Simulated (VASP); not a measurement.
# TeMoS4 (P6/mmm) in VASP: notebook, part 2 of 2

VASP 6.6.1. Earlier steps stand in the parts before.

## (3) Single point, PBE

File INCAR:

```
SYSTEM = TeMoS4
ALGO = Normal
EDIFF = 1E-6
ENCUT = 520
GGA = PE
ISIF = 2
ISMEAR = 0
LASPH = .TRUE.
LCHARG = .FALSE.
LREAL = .FALSE.
LWAVE = .FALSE.
NBANDS = 31
NELM = 60
PREC = Accurate
SIGMA = 0.1
```

File KPOINTS:

```
k-points
0
G
  12 12 4
  0 0 0
```

File POSCAR:

```
TeMoS4
1.0
    4.4269366163      0.0000000000      0.0000000000
   -2.2134683081      3.8338395707      0.0000000000
    0.0000000000      0.0000000000      9.5469015870
Te Mo S
1 1 4
Direct
    0.0000000000      0.0000000000      0.5000000000
    0.0000000000      0.0000000000      0.0000000000
    0.0000000000      0.0000000000      0.2425108828
    0.0000000000      0.0000000000      0.7574891172
    0.3333333333      0.6666666667      0.0000000000
    0.6666666667      0.3333333333      0.0000000000
```

Potentials or basis: VASP PAW PBE potentials, release 64 (Te, Mo_sv, S).

Run with:

```console
$ cat potpaw_PBE.64/Te/POTCAR potpaw_PBE.64/Mo_sv/POTCAR potpaw_PBE.64/S/POTCAR > POTCAR
$ mpirun -np 1 vasp_std > vasp.out
```

OUTCAR:

```text
SYSTEM = TeMoS4
   EDIFF = 1E-6
   ENCUT = 520
   GGA = PE
   ISIF = 2
   ISMEAR = 0
   LASPH = .TRUE.
   LREAL = .FALSE.
   NELM = 60
   PREC = Accurate

 ion  position               nearest neighbor table
   1  0.000  0.000  0.500-   3 2.46   4 2.46
   2  0.000  0.000  0.000-   3 2.32   4 2.32   5 2.56   6 2.56   6 2.56   5 2.56   6 2.56   5 2.56

   3  0.000  0.000  0.243-   2 2.32   1 2.46
   4  0.000  0.000  0.757-   2 2.32   1 2.46
   5  0.333  0.667  0.000-   2 2.56   6 2.56   6 2.56   2 2.56   2 2.56   6 2.56
   6  0.667  0.333  0.000-   2 2.56   5 2.56   5 2.56   2 2.56   2 2.56   5 2.56

  LATTYP: Found a hexagonal cell.
 ALAT       =     4.4269366163
 C/A-ratio  =     2.1565480635

  Lattice vectors:

 A1 = (   4.4269366163,   0.0000000000,   0.0000000000)
 A2 = (  -2.2134683081,   3.8338395707,   0.0000000000)
 A3 = (   0.0000000000,   0.0000000000,   9.5469015870)

Analysis of symmetry for initial positions (statically):
[... 177 lines left out ...]
  ---------------------------------------------------
  free energy    TOTEN  =       -29.40180889 eV

  energy without entropy =      -29.36283277  energy(sigma->0) =      -29.38232083

 E-fermi :   3.2786     XC(G=0):  -8.6148

 val. band max:        3.2774108660   @ k =   0.3333   0.2500   0.2500
 cond. band min:       3.2790138597   @ k =   0.3333   0.3333   0.2500
 fundamental gap:      0.0016029938
 Fermi energy:         3.2786376331

 k-point     1 :       0.0000    0.0000    0.0000
  band No.  band energies     occupation
      1     -58.3388      2.00000
      2     -32.5513      2.00000
      3     -32.3561      2.00000
      4     -32.3561      2.00000
      5     -11.7759      2.00000
      6      -9.8966      2.00000
[... 805 lines left out ...]
     30       9.0255      0.00000
     31      10.1196      0.00000

 [... further k-points ...]
[... 5 lines left out ...]
  --------------------------------------------------------------------------------------
  -------------------------------------------------------------------------------------
  Total       -0.0389731     -0.0389731     -0.1186134     -0.0000000     -0.0000000      0.0000000
  in kB       -0.3853684     -0.3853684     -1.1728561     -0.0000000     -0.0000000      0.0000000
  external PRESSURE =      -0.6478643 kB  Pullay stress =       0.0000000 kB

 VOLUME and BASIS-vectors are now :
 -----------------------------------------------------------------------------
  energy-cutoff  :      520.00
  volume of cell :      162.03
      direct lattice vectors                 reciprocal lattice vectors
     4.426936616  0.000000000  0.000000000     0.225889839  0.130417559  0.000000000
    -2.213468308  3.833839571  0.000000000     0.000000000  0.260835119  0.000000000
     0.000000000  0.000000000  9.546901587     0.000000000  0.000000000  0.104746026

 POSITION                                       TOTAL-FORCE (eV/Angst)
 -----------------------------------------------------------------------------------
      0.00000      0.00000      4.77345         0.000000      0.000000      0.000000
      0.00000      0.00000      0.00000         0.000000      0.000000      0.000000
      0.00000      0.00000      2.31523         0.000000     -0.000000     -0.001419
      0.00000      0.00000      7.23167        -0.000000      0.000000      0.001419
     -0.00000      2.55589      0.00000        -0.000000      0.000000      0.000000
      2.21347      1.27795      0.00000         0.000000      0.000000      0.000000
 -----------------------------------------------------------------------------------
    total drift:                                0.000000     -0.000000      0.000000

  FREE ENERGIE OF THE ION-ELECTRON SYSTEM (eV)
  ---------------------------------------------------
  free  energy   TOTEN  =       -29.4018088902 eV

  energy  without entropy=      -29.3628327706  energy(sigma->0) =      -29.38232083
```

OSZICAR:

```text
N       E                     dE             d eps       ncg     rms          rms(c)
DAV:   1     0.288593554631E+03    0.28859E+03   -0.19860E+04  3886   0.124E+03
DAV:   2    -0.119001315597E+02   -0.30049E+03   -0.29187E+03  4493   0.273E+02
DAV:   3    -0.320304226056E+02   -0.20130E+02   -0.19608E+02  4383   0.661E+01
DAV:   4    -0.324723210461E+02   -0.44190E+00   -0.44058E+00  4331   0.107E+01
DAV:   5    -0.324847328106E+02   -0.12412E-01   -0.12409E-01  4504   0.178E+00    0.263E+01
DAV:   6    -0.318848920256E+02    0.59984E+00   -0.28753E+01  3591   0.244E+01    0.168E+01
DAV:   7    -0.303656596158E+02    0.15192E+01   -0.20479E+01  3611   0.249E+01    0.994E+00
DAV:   8    -0.295519396323E+02    0.81372E+00   -0.42514E+00  4077   0.835E+00    0.570E+00
DAV:   9    -0.294028331579E+02    0.14911E+00   -0.61374E-01  4249   0.341E+00    0.216E+00
DAV:  10    -0.294036024971E+02   -0.76934E-03   -0.47774E-02  4158   0.101E+00    0.115E+00
DAV:  11    -0.294020655795E+02    0.15369E-02   -0.99961E-03  4327   0.443E-01    0.364E-01
DAV:  12    -0.294017760534E+02    0.28953E-03   -0.16148E-03  4378   0.225E-01    0.114E-01
DAV:  13    -0.294018074590E+02   -0.31406E-04   -0.16760E-04  4255   0.662E-02    0.576E-02
DAV:  14    -0.294018043464E+02    0.31126E-05   -0.54697E-05  4122   0.315E-02    0.219E-02
DAV:  15    -0.294018087074E+02   -0.43610E-05   -0.12584E-05  4216   0.159E-02    0.128E-02
DAV:  16    -0.294018088902E+02   -0.18280E-06   -0.45109E-07  2852   0.379E-03
   1 F= -.29401809E+02 E0= -.29382321E+02  d E =-.389761E-01
```

Wall time 2 min (1 thread of Intel Xeon 6975P-C (Granite Rapids), shared host); peak memory 0.46 GiB.

Results:

```yaml
Free_energy: -29.4018 eV
Pressure: -0.1 GPa
Band_gap_on_the_k_mesh: zero (band 22 reaches 4.08 eV, above the bottom of band 23 at 3.18 eV)
```

Caveat: spin-orbit coupling is left out, which moves the levels of the heavy elements.

## (4) Single point, PBE, collinear spin, ferromagnetic start

File INCAR:

```
ALGO = Normal
EDIFF = 1E-6
ENCUT = 520
GGA = PE
ISIF = 2
ISMEAR = 0
ISPIN = 2
LASPH = T
LCHARG = T
LELF = T
LMAXMIX = 4
LORBIT = 11
LREAL = F
LVHAR = T
LWAVE = F
MAGMOM = 0 1 0 0 0 0
NBANDS = 35
NELM = 150
PREC = Accurate
SIGMA = 0.1
```

File KPOINTS:

```
k-points
0
Gamma
  6 6 2
```

File POSCAR:

```
TeMoS4
1.0
    4.4269733235      0.0000000000      0.0000000000
   -2.2134866617      3.8338713600      0.0000000000
    0.0000000000      0.0000000000      9.5594570033
Te Mo S
1 1 4
Direct
    0.0000000000      0.0000000000      0.5000000000
    0.0000000000      0.0000000000      0.0000000000
    0.0000000000      0.0000000000      0.2422995731
    0.0000000000      0.0000000000      0.7577004269
    0.3333333333      0.6666666667      0.0000000000
    0.6666666667      0.3333333333      0.0000000000
```

Potentials or basis: VASP PAW PBE potentials, release 64 (Te, Mo_sv, S).

Run with:

```console
$ cat potpaw_PBE.64/Te/POTCAR potpaw_PBE.64/Mo_sv/POTCAR potpaw_PBE.64/S/POTCAR > POTCAR
$ mpirun -np 1 vasp_std > vasp.out
```

OUTCAR:

```text
EDIFF = 1E-6
   ENCUT = 520
   GGA = PE
   ISIF = 2
   ISMEAR = 0
   ISPIN = 2
   LASPH = T
   LORBIT = 11
   LREAL = F
   NELM = 150
   PREC = Accurate

 ion  position               nearest neighbor table
   1  0.000  0.000  0.500-   3 2.46   4 2.46
   2  0.000  0.000  0.000-   3 2.32   4 2.32   5 2.56   6 2.56   5 2.56   6 2.56   6 2.56   5 2.56

   3  0.000  0.000  0.242-   2 2.32   1 2.46
   4  0.000  0.000  0.758-   2 2.32   1 2.46
   5  0.333  0.667  0.000-   2 2.56   6 2.56   6 2.56   2 2.56   2 2.56   6 2.56
[... 1267 lines left out ...]
 -----------------------------------------------------------------------------------
      0.00000      0.00000      4.77973        -0.000000      0.000000      0.000000
      0.00000      0.00000      0.00000        -0.000000      0.000000      0.000000
      0.00000      0.00000      2.31625         0.000000      0.000000     -0.005845
      0.00000      0.00000      7.24320        -0.000000     -0.000000      0.005845
     -0.00000      2.55591      0.00000        -0.000000      0.000000      0.000000
      2.21349      1.27796      0.00000         0.000000      0.000000      0.000000
 -----------------------------------------------------------------------------------
    total drift:                                0.000000     -0.000000      0.000000

  FREE ENERGIE OF THE ION-ELECTRON SYSTEM (eV)
  ---------------------------------------------------
  free  energy   TOTEN  =       -29.3500198631 eV

  energy  without entropy=      -29.3297177340  energy(sigma->0) =      -29.33986880

 total charge

# of ion       s       p       d       tot
------------------------------------------
    1        1.457   1.688   0.072   3.217
    2        2.276   6.203   3.781  12.260
    3        1.357   2.315   0.000   3.672
    4        1.357   2.315   0.000   3.672
    5        1.382   2.247   0.000   3.629
    6        1.382   2.247   0.000   3.629
--------------------------------------------------
tot          9.212  17.015   3.852  30.079

 magnetization (x)

# of ion       s       p       d       tot
------------------------------------------
    1        0.000   0.000  -0.000   0.000
    2       -0.000  -0.000  -0.000  -0.000
    3        0.000   0.000   0.000   0.000
    4        0.000   0.000   0.000   0.000
    5        0.000   0.000   0.000   0.000
    6        0.000   0.000   0.000   0.000
--------------------------------------------------
tot          0.000   0.001  -0.000   0.001
```

OSZICAR:

```text
N       E                     dE             d eps       ncg     rms          rms(c)
DAV:   1     0.278887044972E+03    0.27889E+03   -0.19200E+04  2104   0.108E+03
DAV:   2    -0.131105399069E+02   -0.29200E+03   -0.28084E+03  2500   0.250E+02
DAV:   3    -0.319727284866E+02   -0.18862E+02   -0.18505E+02  2474   0.588E+01
[... 11 lines left out ...]
DAV:  15    -0.293500079716E+02   -0.49101E-05   -0.19308E-05  2454   0.199E-02    0.142E-02
DAV:  16    -0.293500134716E+02   -0.55001E-05   -0.58178E-06  2215   0.107E-02    0.104E-02
DAV:  17    -0.293500179063E+02   -0.44346E-05   -0.42684E-06  2118   0.815E-03    0.518E-03
DAV:  18    -0.293500197280E+02   -0.18217E-05   -0.29096E-06  2223   0.656E-03    0.320E-03
DAV:  19    -0.293500198631E+02   -0.13505E-06   -0.27469E-07  1167   0.240E-03
   1 F= -.29350020E+02 E0= -.29339869E+02  d E =-.203021E-01  mag=     0.0011
```

stdout:

```text
POSCAR found type information on POSCAR TeMoS
 POSCAR found :  3 types and       6 ions
 scaLAPACK will be used
 LDA part: xc-table for (Slater+PW92), standard interpolation
 POSCAR, INCAR and KPOINTS ok, starting setup
 FFT: planning ... GRIDC
 FFT: planning ... GRID_SOFT
 FFT: planning ... GRID
 WAVECAR not read
 entering main loop
```

Run time: 1.8 min. Hardware: 1 thread of Intel Xeon 6975P-C (Granite Rapids), shared host; peak memory 0.42 GiB.

Results:

| Item | Value |
| --- | --- |
| Free energy | -29.3500 eV |
| Pressure | -0.1 GPa |
| Largest force | 0.006 eV/Å |
| Band gap on the k mesh | zero (filled and empty bands overlap) |
| Net moment | 0.00 μB per cell |
| Valence electrons inside the program's atomic spheres | Te 3.22; Mo 12.26; S 3.67, 3.63 |

Forces in eV/Å, atoms in the order of the input:
```
Te   0.000  0.000  0.000
Mo   0.000  0.000  0.000
S    0.000  0.000 -0.006
S    0.000  0.000  0.006
S    0.000  0.000  0.000
S    0.000  0.000  0.000
```

Levels at points of the mesh, in eV from the Fermi level:
Spin up:
```csv
k point,band 18,band 19,band 20,band 21,band 22,band 23,band 24,band 25,band 26,band 27
"(0.00, 0.00, 0.00)",-2.27,-0.75,-0.75,0.22,0.66,0.66,0.88,0.88,2.81,2.98
"(0.50, 0.00, 0.00)",-2.18,-1.40,-0.85,-0.77,0.30,0.31,0.51,0.51,1.13,3.92
"(0.00, 0.00, 0.50)",-0.77,-0.69,-0.69,-0.19,-0.19,0.22,0.82,1.60,1.60,2.98
"(0.50, 0.00, 0.50)",-1.87,-1.42,-1.03,-0.83,0.10,0.27,0.51,1.25,1.32,1.41
```
Spin down:
```
           k point  band 20  band 21  band 22  band 23  band 24  band 25
(0.00, 0.00, 0.00)    -0.75     0.22     0.66     0.66     0.88     0.88
(0.50, 0.00, 0.00)    -0.85    -0.76     0.30     0.31     0.51     0.51
(0.00, 0.00, 0.50)    -0.69    -0.19    -0.19     0.22     0.82     1.60
(0.50, 0.00, 0.50)    -1.03    -0.83     0.10     0.27     0.51     1.25
```

Caveat: spin-orbit coupling is left out, which moves the levels of the heavy elements.

## (5) Single point, PBE, collinear spin, ferromagnetic start

This run uses another cell than the first one, of 27.76 Å³/atom, 1.028 times its volume.

File INCAR:

```
PREC = Accurate
ENCUT = 520
EDIFF = 1E-6
ISMEAR = 0
SIGMA = 0.1
LREAL = F
LASPH = T
NELM = 150
ALGO = Normal
ISIF = 2
LWAVE = F
LCHARG = T
ISPIN = 2
MAGMOM = 0 1 0 0 0 0
LORBIT = 11
LMAXMIX = 4
GGA = PE
LELF = T
LVHAR = T
NBANDS = 35
```

File KPOINTS:

```
Automatic mesh
0
Gamma
  6 6 2
```

File POSCAR:

```
TeMoS4
1.0
    4.8120317000      0.0000000000      0.0000000000
   -2.4060158500      4.1673416900      0.0000000000
    0.0000000000      0.0000000000      8.3048755400
Te Mo S
1 1 4
Direct
    0.0000000000      0.0000000000      0.5000000000
    0.0000000000      0.0000000000      0.0000000000
    0.0000000000      0.0000000000      0.2335509100
    0.0000000000      0.0000000000      0.7664490900
    0.3333333300      0.6666666700      0.0000000000
    0.6666666700      0.3333333300      0.0000000000
```

Potentials or basis: VASP PAW PBE potentials, release 64 (Te, Mo_sv, S).

Run with:

```console
$ cat potpaw_PBE.64/Te/POTCAR potpaw_PBE.64/Mo_sv/POTCAR potpaw_PBE.64/S/POTCAR > POTCAR
$ mpirun -np 1 vasp_std > vasp.out
```

OUTCAR:

```text
PREC = Accurate
   ENCUT = 520
   EDIFF = 1E-6
   ISMEAR = 0
   LREAL = F
   LASPH = T
   NELM = 150
   ISIF = 2
   ISPIN = 2
   LORBIT = 11
   GGA = PE

 ion  position               nearest neighbor table
   1  0.000  0.000  0.500-   3 2.21   4 2.21
   2  0.000  0.000  0.000-   3 1.94   4 1.94   5 2.78   6 2.78   5 2.78   6 2.78   6 2.78   5 2.78

   3  0.000  0.000  0.234-   2 1.94   1 2.21
   4  0.000  0.000  0.766-   2 1.94   1 2.21
   5  0.333  0.667  0.000-   6 2.78   2 2.78   6 2.78   2 2.78   2 2.78   6 2.78
   6  0.667  0.333  0.000-   5 2.78   2 2.78   5 2.78   2 2.78   2 2.78   5 2.78

  LATTYP: Found a hexagonal cell.
 ALAT       =     4.8120317000
 C/A-ratio  =     1.7258563654

  Lattice vectors:

 A1 = (   4.8120317000,   0.0000000000,   0.0000000000)
 A2 = (  -2.4060158500,   4.1673416900,   0.0000000000)
 A3 = (   0.0000000000,   0.0000000000,   8.3048755400)

Analysis of symmetry for initial positions (statically):
[... 1240 lines left out ...]
  Total       -5.5504091     -5.5504091     56.5532143      0.0000000      0.0000000      0.0000000
  in kB      -53.3967542    -53.3967540    544.0604510      0.0000000      0.0000000      0.0000000
  external PRESSURE =     145.7556476 kB  Pullay stress =       0.0000000 kB

 VOLUME and BASIS-vectors are now :
 -----------------------------------------------------------------------------
  energy-cutoff  :      520.00
  volume of cell :      166.54
      direct lattice vectors                 reciprocal lattice vectors
     4.812031700  0.000000000  0.000000000     0.207812430  0.119980562  0.000000000
    -2.406015850  4.167341690  0.000000000     0.000000000  0.239961125  0.000000000
     0.000000000  0.000000000  8.304875540     0.000000000  0.000000000  0.120411196

 POSITION                                       TOTAL-FORCE (eV/Angst)
 -----------------------------------------------------------------------------------
      0.00000      0.00000      4.15244        -0.000000      0.000000      0.000000
      0.00000      0.00000      0.00000        -0.000000      0.000000      0.000000
      0.00000      0.00000      1.93961        -0.000000      0.000000      4.968483
      0.00000      0.00000      6.36526        -0.000000      0.000000     -4.968483
     -0.00000      2.77823      0.00000        -0.000000      0.000000      0.000000
      2.40602      1.38911      0.00000         0.000000     -0.000000      0.000000
 -----------------------------------------------------------------------------------
    total drift:                               -0.000000      0.000000     -0.000000

  FREE ENERGIE OF THE ION-ELECTRON SYSTEM (eV)
  ---------------------------------------------------
  free  energy   TOTEN  =       -24.9832390242 eV

  energy  without entropy=      -24.9563604826  energy(sigma->0) =      -24.96979975

 total charge

# of ion       s       p       d       tot
------------------------------------------
    1        1.427   1.913   0.126   3.466
    2        2.330   6.275   4.265  12.869
    3        1.399   2.448   0.000   3.847
    4        1.399   2.448   0.000   3.847
    5        1.382   2.195   0.000   3.577
    6        1.382   2.195   0.000   3.577
--------------------------------------------------
tot          9.319  17.473   4.391  31.183

 magnetization (x)

# of ion       s       p       d       tot
------------------------------------------
    1        0.028   0.023   0.024   0.075
    2       -0.000   0.037  -0.019   0.018
    3        0.003   0.114   0.000   0.117
    4        0.003   0.114   0.000   0.117
    5        0.001   0.044   0.000   0.046
    6        0.001   0.044   0.000   0.046
--------------------------------------------------
tot          0.037   0.376   0.005   0.418
```

stdout:

```text
POSCAR found type information on POSCAR TeMoS
 POSCAR found :  3 types and       6 ions
 scaLAPACK will be used
 LDA part: xc-table for (Slater+PW92), standard interpolation
 POSCAR, INCAR and KPOINTS ok, starting setup
 FFT: planning ... GRIDC
 FFT: planning ... GRID_SOFT
 FFT: planning ... GRID
 WAVECAR not read
 entering main loop
```

It took 1.8 min on 1 thread of Intel Xeon 6975P-C (Granite Rapids), shared host; peak memory 0.41 GiB.

Results:

```yaml
Free_energy: -24.9832 eV
Pressure: 14.6 GPa
Largest_force: 4.968 eV/Å
Net_moment: 0.55 μB per cell
Site_moments: Te +0.07; Mo +0.02; S +0.12, +0.05 μB
Valence_electrons_inside_the_program's_atomic_spheres: Te 3.47; Mo 12.87; S 3.85, 3.58
```

Forces in eV/Å, atoms in the order of the input:
```
Te   0.000  0.000  0.000
Mo   0.000  0.000  0.000
S    0.000  0.000  4.968
S    0.000  0.000 -4.968
S    0.000  0.000  0.000
S    0.000  0.000  0.000
```

Caveat: the k points lie up to 0.38 Å⁻¹ apart; spin-orbit coupling is left out, which moves the levels of the heavy elements; forces of over 1 eV/Å act on the atoms, so gaps and moduli don't describe the material at rest.

## (6) Summary

```csv
spin,cell,k mesh,gap on the mesh (eV),pressure (GPa),moment (μB),largest force (eV/Å)
off,"a = 4.427, b = 4.427, c = 9.547 Å, angles 90.0, 90.0, 120.0°, 6 atoms",12 × 12 × 4,none,-0.1,-,-
"collinear, ferromagnetic start","a = 4.427, b = 4.427, c = 9.559 Å, angles 90.0, 90.0, 120.0°, 6 atoms",6 × 6 × 2,none,-0.1,0.00,0.01
"collinear, ferromagnetic start","a = 4.812, b = 4.812, c = 8.305 Å, angles 90.0, 90.0, 120.0°, 6 atoms",6 × 6 × 2,none,14.6,0.55,4.97
```

Alike in all rows: task single point; level PBE; potentials or basis VASP PAW PBE potentials, release 64 (Te, Mo_sv, S); cutoff (eV) 520; smearing gaussian 0.1 eV.

Caveats: some runs use coarse meshes; spin-orbit coupling is left out, which moves the levels of the heavy elements; forces of over 1 eV/Å act on the atoms, so gaps and moduli don't describe the material at rest (some runs).

Absolute energies hang on the potentials; compare differences alone.
